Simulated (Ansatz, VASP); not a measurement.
CrO2: VASP beside Ansatz

INCAR

```
ALGO = Normal ; EDIFF = 1E-6
ENCUT = 520 ; GGA = PE
ISIF = 2 ; ISMEAR = -1
ISPIN = 2 ; LASPH = True
LCHARG = False ; LMAXMIX = 4
LORBIT = 11 ; LREAL = False
LWAVE = False ; MAGMOM = 3 0 0
NBANDS = 23 ; NELM = 150
PREC = Accurate ; SIGMA = 0.05
```

KPOINTS

```
k-points
0
Gamma
  10 10 10
```

Contents of POSCAR:

```
CrO2
1.0
    1.4595519522      0.8426727125      4.6921722044
   -1.4595519522      0.8426727125      4.6921722044
    0.0000000000     -1.6853454250      4.6921722044
Cr O
1 2
Direct
    0.5000000000      0.5000000000      0.5000000000
    0.2309180000      0.2309180000      0.2309180000
    0.7690820000      0.7690820000      0.7690820000
```

File input.yaml:

```yaml
crystal:
  lattice:
    - [1.4595519522, 0.8426727125, 4.6921722044]
    - [-1.4595519522, 0.8426727125, 4.6921722044]
    - [0.0, -1.685345425, 4.6921722044]
  atoms:
    - { symbol: Cr, position: [0.5, 0.5, 0.5], spin: 3.0 }
    - { symbol: O, position: [0.230918, 0.230918, 0.230918] }
    - { symbol: O, position: [0.769082, 0.769082, 0.769082] }
hamiltonian:
  xc: pbe
  pseudopotentials: { kind: paw }
magnetization:
  spin_polarized: true
kpoints:
  mp_grid: { grid: [10, 10, 10] }
scf:
  occupations: { method: fermi_dirac, width: 0.05 }
output:
  forces: true
  stress: true
  eigenvalues: true
  write_density: true
  write_potential: true
  elf: true
  volumetric_format: npy
```

Alike in both runs: task single point; functional PBE; k mesh 10 × 10 × 10; occupations fermi-dirac, width 0.05 eV; collinear spin.

|  | VASP | Ansatz |
| --- | --- | --- |
| version | VASP 6.6.1 | Ansatz 0.2.0 |
| potentials or method | VASP PAW PBE potentials, release 64 (Cr_pv, O) | Ansatz PAW |
| plane-wave cutoff (eV) | 520 | 420 |
| valence electrons in the cell | 24 | 26 |

```tsv
	VASP	Ansatz	Ansatz less VASP
gap on the k mesh at the Fermi level (eV)	none	none	-
pressure (GPa)	3.1	2.5	-0.66
traceless stress, the component that is largest in VASP (GPa)	2.24	2.70	+0.456
rms of the force components (eV/Å)	0.267	0.236	-0.0312
net moment per atom (μB)	0.67	0.67	0.000
size of the moment on the site where the two differ most (μB)	2.09	1.75	-0.339
```

Site moments also hang on the region over which each program counts them. Atom by atom the forces differ by 0.031 eV/Å (rms over components). A gap of «none» marks a metal or a gap that the smearing closes. VASP's potentials hold 24 valence electrons a cell and Ansatz's 26, so a difference there can come from the potentials and not from the codes.
